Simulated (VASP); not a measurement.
# Cu3O2: relaxation of cell and atoms with PBE

Crystal: Cu3O2.

```
CELL_PARAMETERS angstrom
-2.02298 2.02298 3.67362
2.02298 -2.02298 3.67362
2.02298 2.02298 -3.67362
ATOMIC_POSITIONS crystal
Cu 0.00000 0.00000 0.00000
Cu 0.75000 0.25000 0.50000
Cu 0.25000 0.75000 0.50000
O 0.50000 0.00000 0.50000
O 0.00000 0.50000 0.50000
```

```
Program                : VASP 6.6.1
Task                   : relaxation of cell and atoms
Functional             : PBE
Potentials or basis    : VASP PAW PBE potentials, release 64 (Cu, O)
Cutoff                 : 600 eV
k mesh                 : 9 × 9 × 9
Occupations            : fermi-dirac, width 0.05 eV
Spin                   : no spin polarisation
Dipole correction      : no
Further INCAR settings : ALGO = Normal; EDIFF = 1e-07; IBRION = 2; EDIFFG = -0.01; NSW = 60; ISIF = 3
```

```yaml
Relaxed_volume: 12.19 Å³/atom
Relaxed_cell: a = 4.672 Å, b = 4.672 Å, c = 4.672 Å, α = 128.37°, β = 128.37°, γ = 76.03°
Space_group_after_relaxing_to_0.1_Å: I4/mmm (No. 139)
Energy_gained_by_relaxing: 0.6 meV/atom
Ionic_steps: 5
Pressure_after_relaxing: 0.0 GPa
Band_gap_on_the_k_mesh: zero (an odd number of electrons rules out a gap without spin polarisation)
```

Step by step:
| step | energy change (eV) | largest force (eV/Å) | pressure (GPa) | volume (Å³) |
| --- | --- | --- | --- | --- |
| 1 | 0.0000 | 0.0000 | 1.40 | 60.14 |
| 2 | -0.0014 | 0.0000 | -0.76 | 61.05 |
| 3 | -0.0025 | 0.0000 | 0.09 | 60.69 |
| 4 | -0.0030 | 0.0000 | 0.05 | 60.83 |
| 5 | -0.0031 | 0.0000 | 0.01 | 60.93 |

Final structure:
```yaml
crystal:
  lattice:
    - [-2.03446, 2.03446, 3.68045]
    - [2.03446, -2.03446, 3.68045]
    - [2.03446, 2.03446, -3.68045]
  atoms:
    - { symbol: Cu, position: [0.00000, 0.00000, 0.00000] }
    - { symbol: Cu, position: [0.75000, 0.25000, 0.50000] }
    - { symbol: Cu, position: [0.25000, 0.75000, 0.50000] }
    - { symbol: O, position: [0.50000, 0.00000, 0.50000] }
    - { symbol: O, position: [0.00000, 0.50000, 0.50000] }
```

Levels at points of the mesh, in eV from the Fermi level:
```tsv
k point	band 20	band 21	band 22	band 23	band 24	band 25	band 26	band 27
(0.00, 0.00, 0.00)	-1.45	-0.75	-0.75	0.39	0.47	5.19	5.19	6.91
```

Wall time 23 min on 1 thread of AMD EPYC 7R43 64-Core Processor (Zen 3) (shared host), peak memory 0.28 GiB.

Caveat: an odd number of electrons without spin polarisation forces a metal; a magnetic or distorted state may lie lower. With open d or f shells a metallic result of PBE can be an artefact of self-interaction; +U or a hybrid may open a gap.
